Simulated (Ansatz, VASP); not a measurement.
**Sn in VASP and in Ansatz**

```
Sn
1.0
     0.00000    3.29801    3.23334
     3.29801    0.00000    3.23334
     3.29801    3.29801    0.00000
Sn
2
Direct
  0.75000 0.75000 0.75000
  0.50000 0.50000 0.50000
```

Alike in both runs: task single point; functional PBEsol; k mesh 6 × 6 × 6; occupations fermi-dirac, width 0.05 eV; no spin polarisation.

|  | VASP | Ansatz |
| --- | --- | --- |
| version | VASP 6.6.1 | Ansatz 0.2.0 |
| potentials or method | VASP PAW PBE potentials, release 64 (Sn_d) | Ansatz PAW |
| plane-wave cutoff (eV) | 520 | 420 |
| valence electrons in the cell | 28 | 28 |

```tsv
	VASP	Ansatz	Ansatz less VASP
gap on the k mesh at the Fermi level (eV)	none	none	-
pressure (GPa)	-0.2	-0.2	+0.06
traceless stress, the component that is largest in VASP (GPa)	0.40	0.40	0.000
```

VASP's potentials were made for PBE, not for PBEsol. A gap of «none» marks a metal or a gap that the smearing closes.
